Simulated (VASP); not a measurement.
# Ag (Fm-3m) in VASP: notebook, part 2 of 3

VASP 6.6.1. The steps go on from the part before.

## Step 4: Single point, PBEsol

This run uses another cell than the first one, of 15.83 Å³/atom, 1.046 times its volume.

Input file INCAR:

```
SYSTEM = Ag
PREC     = Accurate       ! precision mode
ENCUT    = 520            ! plane-wave cutoff, eV
EDIFF    = 1E-6           ! SCF threshold, eV
ISMEAR   = -1             ! smearing method
SIGMA    = 0.1            ! smearing width, eV
LREAL    = .False.        ! projectors in reciprocal space
LASPH    = .True.         ! aspherical terms in the spheres
NELM     = 100            ! most SCF steps
ALGO     = Normal         ! electronic algorithm
ISIF     = 2              ! what is computed and relaxed
LWAVE    = .False.        ! write WAVECAR
LCHARG   = .True.         ! write CHGCAR
GGA      = PS             ! functional
LELF     = .True.         ! ELF
LVHAR    = .True.       
NBANDS   = 12             ! bands
```

Input file KPOINTS:

```
Automatic mesh
0
Gamma
  24 24 24
  0 0 0
```

Input file POSCAR:

```
Ag
1.0
    0.0000000000      1.9929006153      1.9929006153
    1.9929006153      0.0000000000      1.9929006153
    1.9929006153      1.9929006153      0.0000000000
Ag
1
Direct
    0.0000000000      0.0000000000      0.0000000000
```

Potentials or basis: VASP PAW PBE potentials, release 64 (Ag).

The run is started by

```bash
$ cat potpaw_PBE.64/Ag/POTCAR > POTCAR
$ mpirun -np 1 vasp_std > vasp.out
```

OUTCAR:

```text
SYSTEM = Ag
   PREC = Accurate
   ENCUT = 520
   EDIFF = 1E-6
   ISMEAR = -1
   LREAL = .False.
   LASPH = .True.
   NELM = 100
   ISIF = 2
   GGA = PS

 ion  position               nearest neighbor table
   1  0.000  0.000  0.000-

  LATTYP: Found a face centered cubic cell.
 ALAT       =     3.9858012306

  Lattice vectors:

 A1 = (   0.0000000000,   1.9929006153,   1.9929006153)
 A2 = (   1.9929006153,   0.0000000000,   1.9929006153)
 A3 = (   1.9929006153,   1.9929006153,   0.0000000000)

Analysis of symmetry for initial positions (statically):
=====================================================================
 Subroutine PRICEL returns:
 Original cell was already a primitive cell.

 Routine SETGRP: Setting up the symmetry group for a
 face centered cubic supercell.

 Subroutine GETGRP returns: Found 48 space group operations
 (whereof 48 operations were pure point group operations)
 out of a pool of 48 trial point group operations.

The static configuration has the point symmetry O_h .

Analysis of symmetry for dynamics (positions and initial velocities):
=====================================================================
 Subroutine PRICEL returns:
 Original cell was already a primitive cell.

 Routine SETGRP: Setting up the symmetry group for a
 face centered cubic supercell.

 Subroutine GETGRP returns: Found 48 space group operations
 (whereof 48 operations were pure point group operations)
 out of a pool of 48 trial point group operations.

The dynamic configuration has the point symmetry O_h .

 Subroutine INISYM returns: Found 48 space group operations
 (whereof 48 operations are pure point group operations),
 and found     1 'primitive' translations

----------------------------------------------------------------------------------------

                                     Primitive cell

  volume of cell :      15.8302

  direct lattice vectors                    reciprocal lattice vectors
     0.000000000  1.992900615  1.992900615    -0.250890584  0.250890584  0.250890584
     1.992900615  0.000000000  1.992900615     0.250890584 -0.250890584  0.250890584
     1.992900615  1.992900615  0.000000000     0.250890584  0.250890584 -0.250890584

  length of vectors
     2.818387079  2.818387079  2.818387079     0.434555239  0.434555239  0.434555239

  position of ions in fractional coordinates (direct lattice)
     0.000000000  0.000000000  0.000000000

  ion indices of the primitive-cell ions
   primitive index   ion index
                 1           1

----------------------------------------------------------------------------------------

 KPOINTS: Automatic mesh

Automatic generation of k-mesh.
 Grid dimensions read from file:
 generate k-points for:   24   24   24

 Generating k-lattice:

  Cartesian coordinates                     Fractional coordinates (reciprocal lattice)
    -0.010453774  0.010453774  0.010453774     0.041666667  0.000000000  0.000000000
     0.010453774 -0.010453774  0.010453774     0.000000000  0.041666667  0.000000000
     0.010453774  0.010453774 -0.010453774     0.000000000  0.000000000  0.041666667

  Length of vectors
     0.018106468  0.018106468  0.018106468

  Shift w.r.t. Gamma in fractional coordinates (k-lattice)
     0.000000000  0.000000000  0.000000000

 Subroutine IBZKPT returns following result:
 ===========================================

 Found    413 irreducible k-points:

 Following reciprocal coordinates:
            Coordinates               Weight
  0.000000  0.000000  0.000000      1.000000
  0.041667  0.000000  0.000000      8.000000
  0.083333  0.000000  0.000000      8.000000
  0.125000  0.000000  0.000000      8.000000
  0.166667  0.000000  0.000000      8.000000
  0.208333  0.000000  0.000000      8.000000
[... 16 lines left out ...]
  0.416667  0.041667  0.000000     24.000000
  0.458333  0.041667  0.000000     24.000000
 [... further k-points ...]
   k-points           NKPTS =    413   k-points in BZ     NKDIM =    413   number of bands    NBANDS=     12
   number of dos      NEDOS =    301   number of ions     NIONS =      1
   total plane-waves  NPLWV =  13824
   dimension x,y,z NGX =    24 NGY =   24 NGZ =   24
   dimension x,y,z NGXF=    48 NGYF=   48 NGZF=   48
   ions per type =               1
   NGX,Y,Z   is equivalent  to a cutoff of  14.16, 14.16, 14.16 a.u.
   NGXF,Y,Z  is equivalent  to a cutoff of  28.31, 28.31, 28.31 a.u.
 SYSTEM =  Ag
   PREC   = accura    normal or accurate (medium, high low for compatibility)
   ISTART =      0    job   : 0-new  1-cont  2-samecut
   ICHARG =      2    charge: 1-file 2-atom 10-const
   ISPIN  =      1    spin polarized calculation?
   LNONCOLLINEAR =      F non collinear calculations
   LSORBIT =      F    spin-orbit coupling
   LASPH  =      T    aspherical Exc in radial PAW
   ENCUT  =  520.0 eV  38.22 Ry    6.18 a.u.   5.24  5.24  5.24*2*pi/ulx,y,z
   NELM   =    100;   NELMIN=  2; NELMDL= -5     # of ELM steps
   EDIFF  = 0.1E-05   stopping-criterion for ELM
   LREAL  =      F    real-space projection
   EDIFFG = 0.1E-04   stopping-criterion for IOM
   NSW    =      0    number of steps for IOM
   IBRION =     -1    ionic relax: 0-MD 1-quasi-New 2-CG
   NFREE  =      0    steps in history (QN), initial steepest desc. (CG)
   ISIF   =      2    stress and relaxation
   ISYM   =      2    0-nonsym 1-usesym 2-fastsym
   POTIM  = 0.5000    time-step for ionic-motion
   TEBEG  =    0.0;   TEEND  =   0.0 temperature during run
   PSTRESS=    0.0 pullay stress
   NELECT =      11.0000    total number of electrons
   NUPDOWN=      -1.0000    fix difference up-down
   EMIN   =  10.00;   EMAX   =-10.00  energy-range for DOS
   EFERMI =   0.00;   METHOD = LEGACY
   ISMEAR =    -1;   SIGMA  =   0.10  broadening in eV -4-tet -1-fermi 0-gaus
   EFERMI_NEDOS =   21; number of points for ismear=-14 and -15
   IALGO  =     38    algorithm
   IMIX   =      4    mixing-type and parameters
     AMIX     =   0.40;   BMIX     =  1.00
     AMIX_MAG =   1.60;   BMIX_MAG =  1.00
  volume/ion in A,a.u.               =      15.83       106.83
  Fermi-wavevector in a.u.,A,eV,Ry     =   1.450029  2.740158 28.607402  2.102585
  Thomas-Fermi vector in A             =   2.567688
   LORBIT       =      0    0 simple, 1 ext, 2 COOP (PROOUT), +10 PAW based schemes
   GGA     = PS    functional components
   LHFCALC =     F    Hartree Fock is set to
   AEXX    =    0.0000 exact exchange contribution
   IVDW    =     0    specifies the selected vdW correction
   LEPSILON=     F    determine dielectric tensor
   LRPA    =     F    only Hartree local field effects (RPA)
 non-spin polarized calculation
  energy-cutoff  :      520.00
  volume of cell :       15.83
 maximum number of plane-waves:       444
 NGX is ok and might be reduce to    24
   NGX = 11   NGY = 11   NGZ = 11

 number of electron      11.0000001 magnetization

 Free energy of the ion-electron system (eV)
  ---------------------------------------------------
  ext. energy  EPLUGINS =         0.00000000
  ---------------------------------------------------
  free energy    TOTEN  =        -3.29829646 eV

  energy without entropy =       -3.29113961  energy(sigma->0) =       -3.29471803

 E-fermi :   9.3368     XC(G=0): -12.8611

 val. band max:        9.2795796913   @ k =  -0.4583   0.0833   0.0000
 cond. band min:       9.3544774493   @ k =   0.5000   0.1667   0.0417
 fundamental gap:      0.0748977580
 Fermi energy:         9.3368395931

 k-point     1 :       0.0000    0.0000    0.0000
  band No.  band energies     occupation
      1       0.9099      2.00000
      2       4.2494      2.00000
      3       4.2494      2.00000
      4       4.2494      2.00000
      5       5.4424      2.00000
      6       5.4424      2.00000
      7      25.4334      0.00000
      8      29.4472      0.00000
      9      29.4472      0.00000
     10      29.4472      0.00000
     11      34.4649      0.00000
     12      36.1211      0.00000

 k-point     2 :       0.0417    0.0000    0.0000
  band No.  band energies     occupation
      1       0.9680      2.00000
      2       4.2339      2.00000
      3       4.2668      2.00000
      4       4.2668      2.00000
      5       5.4351      2.00000
      6       5.4351      2.00000
      7      25.4644      0.00000
      8      28.9425      0.00000
      9      29.4852      0.00000
     10      29.4852      0.00000
     11      34.7382      0.00000
     12      36.0316      0.00000
[... 316 lines left out ...]
 k-point    24 :       0.4583    0.0417    0.0000
  band No.  band energies     occupation
      1       2.4760      2.00000
      2       4.2146      2.00000
      3       4.2747      2.00000
      4       6.0945      2.00000
      5       6.3321      2.00000
      6       8.2459      1.99996
      7      14.0935      0.00000
      8      24.7651      0.00000
      9      27.6155      0.00000
     10      27.9166      0.00000
     11      33.3641      0.00000
     12      33.4356      0.00000

 [... further k-points ...]
[... 5 lines left out ...]
  --------------------------------------------------------------------------------------
  -------------------------------------------------------------------------------------
  Total        0.6596313      0.6596313      0.6596313      0.0000000      0.0000000     -0.0000000
  in kB       66.7613211     66.7613211     66.7613211      0.0000000      0.0000000     -0.0000000
  external PRESSURE =      66.7613211 kB  Pullay stress =       0.0000000 kB

 VOLUME and BASIS-vectors are now :
 -----------------------------------------------------------------------------
  energy-cutoff  :      520.00
  volume of cell :       15.83
      direct lattice vectors                 reciprocal lattice vectors
     0.000000000  1.992900615  1.992900615    -0.250890584  0.250890584  0.250890584
     1.992900615  0.000000000  1.992900615     0.250890584 -0.250890584  0.250890584
     1.992900615  1.992900615  0.000000000     0.250890584  0.250890584 -0.250890584

 POSITION                                       TOTAL-FORCE (eV/Angst)
 -----------------------------------------------------------------------------------
      0.00000      0.00000      0.00000         0.000000      0.000000      0.000000
 -----------------------------------------------------------------------------------
    total drift:                               -0.000000      0.000000      0.000000

  FREE ENERGIE OF THE ION-ELECTRON SYSTEM (eV)
  ---------------------------------------------------
  free  energy   TOTEN  =        -3.2982964570 eV

  energy  without entropy=       -3.2911396110  energy(sigma->0) =       -3.29471803
```

Run time: 63 s. Hardware: 1 thread of AMD EPYC 7R43 (Zen 3), shared host; peak memory 0.17 GiB.

Results:

```
Free energy : -3.2983 eV
Pressure    : 6.7 GPa
```

Caveat: the PAW data sets were made with another functional, which shifts forces and pressure a little.

## Step 5: Single point, PBEsol

This run uses another cell than the first one, of 16.15 Å³/atom, 1.067 times its volume.

Input file INCAR:

```
SYSTEM = Ag
PREC = Accurate ; ENCUT = 520
EDIFF = 1E-7 ; ISMEAR = -1
SIGMA = 0.1 ; LREAL = .FALSE.
LASPH = .TRUE. ; NELM = 80
ALGO = Normal ; ISIF = 2
LWAVE = .FALSE. ; LCHARG = .FALSE.
GGA = PS ; NBANDS = 12
```

Input file KPOINTS:

```
regular mesh
0
G
  24 24 24
  0 0 0
```

Input file POSCAR:

```
Ag
1.0
    0.0000000000      2.0062003577      2.0062003577
    2.0062003577      0.0000000000      2.0062003577
    2.0062003577      2.0062003577      0.0000000000
Ag
1
Direct
    0.0000000000      0.0000000000      0.0000000000
```

The run is started by

```bash
$ cat potpaw_PBE.64/Ag/POTCAR > POTCAR
$ mpirun -np 1 vasp_std > vasp.out
```

Wall time 65 s (1 thread of AMD EPYC 7R43 (Zen 3), shared host); peak memory 0.17 GiB.

Results (log left out):

| Item | Value |
| --- | --- |
| Free energy | -3.3088 eV |
| Pressure | 3.7 GPa |

Levels at points of the mesh, in eV from the Fermi level:
| k point | band 3 | band 4 | band 5 | band 6 | band 7 | band 8 | band 9 | band 10 |
| --- | --- | --- | --- | --- | --- | --- | --- | --- |
| (0.00, 0.00, 0.00) | -5.00 | -5.00 | -3.85 | -3.85 | 16.07 | 19.96 | 19.96 | 19.96 |
| (0.50, 0.00, 0.00) | -5.03 | -2.97 | -2.97 | -0.64 | 3.87 | 15.31 | 18.35 | 18.35 |
| (0.50, 0.50, 0.00) | -3.00 | -2.74 | -2.74 | 1.46 | 7.13 | 10.85 | 10.85 | 17.80 |

Caveat: the PAW data sets were made with another functional, which shifts forces and pressure a little.

(Part 2 of 3 ends here.)
